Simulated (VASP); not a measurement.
A run of VASP 6.6.1 is set up as follows.

The input INCAR:

```
SYSTEM = Eu
  ALGO = Normal
  EDIFF = 1E-6
  ENCUT = 520
  GGA = PE
  ISIF = 2
  ISMEAR = -1
  ISPIN = 2
  LASPH = .TRUE.
  LCHARG = .FALSE.
  LMAXMIX = 6
  LORBIT = 11
  LREAL = .FALSE.
  LWAVE = .FALSE.
  MAGMOM = 7
  NBANDS = 18
  NELM = 150
  PREC = Accurate
  SIGMA = 0.05
```

KPOINTS

```
k-points
0
G
  10 10 10
  0 0 0
```

File POSCAR:

```
Eu
1.0
   -2.3773411059      2.3773411059      2.3773411059
    2.3773411059     -2.3773411059      2.3773411059
    2.3773411059      2.3773411059     -2.3773411059
Eu
1
Direct
    0.0000000000      0.0000000000      0.0000000000
```

Potentials or basis: VASP PAW PBE potentials, release 64 (Eu).

Run with:

```bash
$ cat potpaw_PBE.64/Eu/POTCAR > POTCAR
$ mpirun -np 1 vasp_std > vasp.out
```

(1) Predict the pressure.

(2) Estimate the site moments.

## Answers

(1) -2.5 GPa.

(2) Eu +6.72 μB.
